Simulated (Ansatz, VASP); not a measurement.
Given: the input of a run of VASP 6.6.1 on HfN.

Contents of INCAR:

```
SYSTEM = HfN
  PREC = Accurate
  ENCUT = 520
  EDIFF = 1E-6
  ISMEAR = -1
  SIGMA = 0.05
  LREAL = .False.
  LASPH = .True.
  NELM = 60
  ALGO = Normal
  ISIF = 2
  LWAVE = .False.
  LCHARG = .False.
  GGA = PS
  NBANDS = 14
```

KPOINTS

```
regular mesh
0
Gamma
  6 6 6
  0 0 0
```

Contents of POSCAR:

```
HfN
1.0
    0.0000000000      2.4548220000      2.4548220000
    2.4548220000      0.0000000000      2.4548220000
    2.4548220000      2.4548220000      0.0000000000
Hf N
1 1
Direct
    0.0000000000      0.0000000000      0.0000000000
    0.2500000000      0.2500000000      0.2500000000
```

Potentials or basis: VASP PAW PBE potentials, release 64 (Hf_pv, N).

Launch:

```bash
$ cat potpaw_PBE.64/Hf_pv/POTCAR potpaw_PBE.64/N/POTCAR > POTCAR
$ mpirun -np 1 vasp_std > vasp.out
```

Task: Set up the same calculation for Ansatz 0.2.0. Potentials there: all-electron PAW datasets made for the crystal.

Result: As run (the cutoff follows the program's own potentials):

Contents of input.yaml:

```yaml
crystal:
  lattice:
    - [0.0, 2.454822, 2.454822]
    - [2.454822, 0.0, 2.454822]
    - [2.454822, 2.454822, 0.0]
  atoms:
    - { symbol: Hf, position: [0.0, 0.0, 0.0] }
    - { symbol: "N", position: [0.25, 0.25, 0.25] }
kpoints:
  mp_grid: { grid: [6, 6, 6] }
scf:
  occupations: { method: fermi_dirac, width: 0.05 }
hamiltonian:
  xc: pbesol
  pseudopotentials: { kind: all_electron, datasets: crystal }
output:
  forces: true
  stress: true
  eigenvalues: true
```

Potentials or basis: all-electron PAW datasets made for the crystal.

Run with:

```sh
$ ansatz run input.yaml --threads 2 --pin off --max-ram 8192MiB --backend cpu --events-out ev --progress --plain --runs-dir out
```

Both were run:

|  | VASP | Ansatz | Ansatz less VASP |
| --- | --- | --- | --- |
| gap on the k mesh at the Fermi level (eV) | none | none | - |
| pressure (GPa) | -6.1 | -5.1 | +0.94 |

VASP's potentials were made for PBE, not for PBEsol. A gap of «none» marks a metal or a gap that the smearing closes. Ansatz ran all-electron here, and VASP with PAW potentials.

The k mesh is coarse, so the values compare programs but aren't converged. Neither program's run includes spin-orbit coupling. Noted on Ansatz's run: the k mesh is thin for a metal, which can move the energy by tens of meV per atom.
